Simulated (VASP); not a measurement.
Wanted: the native input for a VASP 6.6.1 run.

```
Task                   : single point
Functional             : PBEsol
Potentials or basis    : VASP PAW PBE potentials, release 64 (Ge_d, Ga_d)
Cutoff                 : 520 eV
k mesh                 : 8 × 8 × 8
Occupations            : fermi-dirac, width 0.05 eV
Spin                   : no spin polarisation
Dipole correction      : no
Further INCAR settings : ALGO = Normal; EDIFF = 1e-07; NBANDS = 20
```

The structure of GaGe lies in POSCAR:

```
GaGe
1.0
    0.0000000000      2.9359778994      2.9359778994
    2.9359778994      0.0000000000      2.9359778994
    2.9359778994      2.9359778994      0.0000000000
Ge Ga
1 1
Direct
    0.0000000000      0.0000000000      0.0000000000
    0.2500000000      0.2500000000      0.2500000000
```

This cell differs from its parent crystal: volume scaled by 1.04.

These files were run (other wordings do the same):

INCAR

```
SYSTEM = GaGe
  ALGO = Normal
  EDIFF = 1E-7
  ENCUT = 520
  GGA = PS
  ISIF = 2
  ISMEAR = -1
  LASPH = .TRUE.
  LCHARG = .FALSE.
  LREAL = .FALSE.
  LWAVE = .FALSE.
  NBANDS = 20
  NELM = 80
  PREC = Accurate
  SIGMA = 0.05
```

KPOINTS

```
k-points
0
G
  8 8 8
  0 0 0
```

Potentials or basis: VASP PAW PBE potentials, release 64 (Ge_d, Ga_d).

Command:

```bash
$ cat potpaw_PBE.64/Ge_d/POTCAR potpaw_PBE.64/Ga_d/POTCAR > POTCAR
$ mpirun -np 1 vasp_std > vasp.out
```

Results of the run:

```
Pressure : -4.0 GPa
```

Caveat: the PAW data sets were made with another functional, which shifts forces and pressure a little.

Wall time 9 s on 1 thread of Intel(R) Xeon(R) 6975P-C (Granite Rapids) (shared host), peak memory 0.18 GiB.
